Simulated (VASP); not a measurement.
Wanted: the native input for a VASP 6.6.1 run.

```
Task                               : single point
Functional                         : r2SCANh
Dispersion                         : D3(BJ)
Potentials or basis                : VASP PAW PBE potentials, release 64 (Pb_d, Se)
Cutoff                             : 440 eV
k mesh                             : 4 × 4 × 4
Occupations                        : gaussian, width 0.02 eV
Spin                               : no spin polarisation
Dipole correction                  : no
Grid for exact exchange (PRECFOCK) : Normal
Further INCAR settings             : ALGO = Normal; EDIFF = 1e-06; NBANDS = 17
Share of exact exchange            : 0.1
```

The system is PbSe.

```xyz
2
Lattice="0.0000 2.8413 2.8413 2.8413 0.0000 2.8413 2.8413 2.8413 0.0000" Properties=species:S:1:pos:R:3 pbc="T T T"
Pb    0.0000    0.0000    0.0000
Se    2.8413    2.8413    2.8413
```

The input as run:

POSCAR

```
PbSe
1.0
    0.0000000000      2.8412557750      2.8412557750
    2.8412557750      0.0000000000      2.8412557750
    2.8412557750      2.8412557750      0.0000000000
Pb Se
1 1
Direct
    0.0000000000      0.0000000000      0.0000000000
    0.5000000000      0.5000000000      0.5000000000
```

INCAR.step1

```
PREC     = Accurate       # precision mode
ENCUT    = 440            # plane-wave cutoff, eV
EDIFF    = 1E-5           # SCF threshold, eV
ISMEAR   = 0              # smearing method
SIGMA    = 0.02           # smearing width, eV
LREAL    = F              # projectors in reciprocal space
LASPH    = T              # aspherical terms in the spheres
NELM     = 120            # most SCF steps
ALGO     = Normal         # electronic algorithm
ISIF     = 2              # what is computed and relaxed
LWAVE    = T              # write WAVECAR
LCHARG   = F              # write CHGCAR
GGA      = PE             # functional
NBANDS   = 17             # bands
GGA_COMPAT= F
```

INCAR.step2

```
PREC     = Accurate       # precision mode
ENCUT    = 440            # plane-wave cutoff, eV
EDIFF    = 1E-6           # SCF threshold, eV
ISMEAR   = 0              # smearing method
SIGMA    = 0.02           # smearing width, eV
LREAL    = F              # projectors in reciprocal space
LASPH    = T              # aspherical terms in the spheres
NELM     = 120            # most SCF steps
ALGO     = Normal         # electronic algorithm
ISIF     = 2              # what is computed and relaxed
LWAVE    = F              # write WAVECAR
LCHARG   = F              # write CHGCAR
METAGGA  = R2SCAN         # meta-GGA
LHFCALC  = T              # exact exchange
AEXX     = 0.1            # exact-exchange fraction
LMIXTAU  = T            
PRECFOCK = Normal       
IVDW     = 12             # dispersion correction
VDW_S6   = 1.0          
VDW_S8   = 1.1236       
VDW_A1   = 0.4709       
VDW_A2   = 5.9157       
ISTART   = 1            
NBANDS   = 17             # bands
GGA_COMPAT= F
```

KPOINTS

```
regular mesh
0
Gamma
  4 4 4
```

Potentials or basis: VASP PAW PBE potentials, release 64 (Pb_d, Se).

Run with:

```console
$ cat potpaw_PBE.64/Pb_d/POTCAR potpaw_PBE.64/Se/POTCAR > POTCAR
$ cp INCAR.step1 INCAR
$ mpirun -np 1 vasp_std > vasp.out
$ cp INCAR.step2 INCAR
$ mpirun -np 1 vasp_std > vasp.out
```

Results of the run:

```json
{
 "Pressure": "17.6 GPa",
 "Band gap on the k mesh": "0.70 eV",
 "Dispersion energy per atom": "-0.258 eV"
}
```

Caveat: the k points lie up to 0.48 Å⁻¹ apart; three body term missing; the PAW data sets were made with another functional, which shifts forces and pressure a little; spin-orbit coupling is left out, which moves the levels of the heavy elements.

It took 3.2 min on 1 thread of Intel(R) Xeon(R) 6975P-C (Granite Rapids), on a shared host, peak memory 0.17 GiB.
